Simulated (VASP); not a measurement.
Si3Sn, 4 atoms in the cell. Symmetry: Pm-3m, No. 221, cubic system. The conventional cell has a = 4.192 Å, b = 4.192 Å, c = 4.192 Å, α = 90.00°, β = 90.00°, γ = 90.00°. Si (site symmetry 4/mmm) has 8 Si at 2.96 Å and 4 Sn at 2.96 Å within 3.9 Å. Sn (site symmetry m-3m) has 12 Si at 2.96 Å within 3.9 Å. 

```yaml
Program: VASP 6.6.1
Task: single point
Functional: PBE
Potentials_or_basis: VASP PAW PBE potentials, release 64 (Si, Sn_d)
Cutoff: 520 eV
k_mesh: 4 × 4 × 4
Occupations: gaussian, width 0.1 eV
Spin: no spin polarisation
Dipole_correction: no
Further_INCAR_settings: ALGO = Normal; EDIFF = 1e-06; NBANDS = 21
```

Potentials or basis: VASP PAW PBE potentials, release 64 (Si, Sn_d).

The run is started by

```console
$ cat potpaw_PBE.64/Si/POTCAR potpaw_PBE.64/Sn_d/POTCAR > POTCAR
$ mpirun -np 1 vasp_std > vasp.out
```

Hardware: 1 thread of Intel(R) Xeon(R) 6975P-C (Granite Rapids), on a shared host.

Task: How long does it take, and how much memory?

Result: Wall time 5 s on 1 thread of Intel(R) Xeon(R) 6975P-C (Granite Rapids) (shared host), peak memory 0.18 GiB. Counts: scf iterations 11, k points 10.
